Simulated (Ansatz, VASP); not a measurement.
Te2Mo in VASP and in Ansatz

The input INCAR:

```
SYSTEM = Te2Mo
  ALGO = Normal
  EDIFF = 1E-7
  ENCUT = 520
  GGA = PS
  ISIF = 2
  ISMEAR = 0
  LASPH = .True.
  LCHARG = .False.
  LREAL = .False.
  LWAVE = .False.
  NBANDS = 64
  NELM = 60
  PREC = Accurate
  SIGMA = 0.05
```

The input KPOINTS:

```
k-points
0
Gamma
  9 9 1
  0 0 0
```

The input POSCAR:

```
Te2Mo
1.0
    3.4932091909      0.0000000000      0.0000000000
   -1.7466045954      3.0252079000      0.0000000000
    0.0000000000      0.0000000000     37.5161156315
Te Mo
8 4
Direct
    0.3333333333      0.6666666667      0.8403169803
    0.3333333333      0.6666666667      0.2318351738
    0.6666666667      0.3333333333      0.6719958813
    0.6666666667      0.3333333333      0.0453069351
    0.6666666667      0.3333333333      0.7681648262
    0.6666666667      0.3333333333      0.1415574758
    0.3333333333      0.6666666667      0.9546930649
    0.3333333333      0.6666666667      0.3280041187
    0.3333333333      0.6666666667      0.7200184287
    0.3333333333      0.6666666667      0.0934314856
    0.6666666667      0.3333333333      0.9065685144
    0.6666666667      0.3333333333      0.2799815713
```

Input for Ansatz:

```yaml
crystal:
  lattice:
    - [3.4932091909, 0.0, 0.0]
    - [-1.7466045954, 3.0252079, 0.0]
    - [0.0, 0.0, 37.5161156315]
  atoms:
    - { symbol: Te, position: [0.3333333333, 0.6666666667, 0.8403169803] }
    - { symbol: Te, position: [0.3333333333, 0.6666666667, 0.2318351738] }
    - { symbol: Te, position: [0.6666666667, 0.3333333333, 0.6719958813] }
    - { symbol: Te, position: [0.6666666667, 0.3333333333, 0.0453069351] }
    - { symbol: Te, position: [0.6666666667, 0.3333333333, 0.7681648262] }
    - { symbol: Te, position: [0.6666666667, 0.3333333333, 0.1415574758] }
    - { symbol: Te, position: [0.3333333333, 0.6666666667, 0.9546930649] }
    - { symbol: Te, position: [0.3333333333, 0.6666666667, 0.3280041187] }
    - { symbol: Mo, position: [0.3333333333, 0.6666666667, 0.7200184287] }
    - { symbol: Mo, position: [0.3333333333, 0.6666666667, 0.0934314856] }
    - { symbol: Mo, position: [0.6666666667, 0.3333333333, 0.9065685144] }
    - { symbol: Mo, position: [0.6666666667, 0.3333333333, 0.2799815713] }
basis:
  ecutwfc: 420
kpoints:
  mp_grid: { grid: [9, 9, 1] }
hamiltonian:
  xc: pbesol
  pseudopotentials: { kind: paw, azcp: { folder: soft_1 } }
scf:
  occupations: { method: gaussian, width: 0.05 }
output:
  forces: true
  stress: true
  eigenvalues: true
```

Alike in both runs: task single point; functional PBEsol; k mesh 9 × 9 × 1; occupations gaussian, width 0.05 eV; no spin polarisation.

|  | VASP | Ansatz |
| --- | --- | --- |
| version | VASP 6.6.1 | Ansatz 0.2.0 |
| potentials or method | VASP PAW PBE potentials, release 64 (Te, Mo_sv), cutoff 520 eV | scalar-relativistic, plane waves, PAW |
| valence electrons in the cell | 104 | 184 |

VASP gave:

```
gap on the k mesh at the Fermi level (eV) : 0.08
least direct gap on the mesh (eV)         : 0.45
rms of the force components (eV/Å)        : 0.672
```

Question: Estimate Ansatz's values.

Answer: gap on the k mesh at the Fermi level (eV): 0.08; least direct gap on the mesh (eV): 0.44; rms of the force components (eV/Å): 0.674.

VASP's potentials were made for PBE, not for PBEsol, and Ansatz warns of the same on its side. Atom by atom the forces differ by 0.013 eV/Å (rms over components). VASP's potentials hold 104 valence electrons a cell and Ansatz's 184, so a difference there can come from the potentials and not from the codes.

Neither program's run includes spin-orbit coupling.
